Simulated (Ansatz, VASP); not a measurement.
**Zr2N in VASP and in Ansatz**

```xyz
6
Lattice="5.4130 0.0000 0.0000 0.0000 5.4130 0.0000 0.0000 0.0000 3.3078" Properties=species:S:1:pos:R:3 pbc="T T T"
Zr    1.6029    1.6029    0.0000
Zr    3.8101    3.8101    0.0000
Zr    4.3094    1.1036    1.6539
Zr    1.1036    4.3094    1.6539
N     0.0000    0.0000    0.0000
N     2.7065    2.7065    1.6539
```

Alike in both runs: task single point; functional r2SCAN; k mesh 8 × 8 × 10; occupations gaussian, width 0.1 eV; no spin polarisation.

|  | VASP | Ansatz |
| --- | --- | --- |
| version | VASP 6.6.1 | Ansatz 0.2.0 |
| potentials or method | VASP PAW PBE potentials, release 64 (Zr_sv, N), cutoff 520 eV | scalar-relativistic, plane waves, PAW |
| valence electrons in the cell | 58 | 58 |

Ansatz gave:

- gap on the k mesh at the Fermi level (eV): none
- pressure (GPa): -0.2
- traceless stress, the component that is largest in VASP (GPa): -0.46
- rms of the force components (eV/Å): 0.019

**Question.** What did VASP give for the same quantities?

**Answer.** gap on the k mesh at the Fermi level (eV): none; pressure (GPa): -0.1; traceless stress, the component that is largest in VASP (GPa): -0.46; rms of the force components (eV/Å): 0.017.

VASP's potentials were made for PBE, not for r2SCAN. Atom by atom the forces differ by 0.002 eV/Å (rms over components). A gap of «none» marks a metal or a gap that the smearing closes.
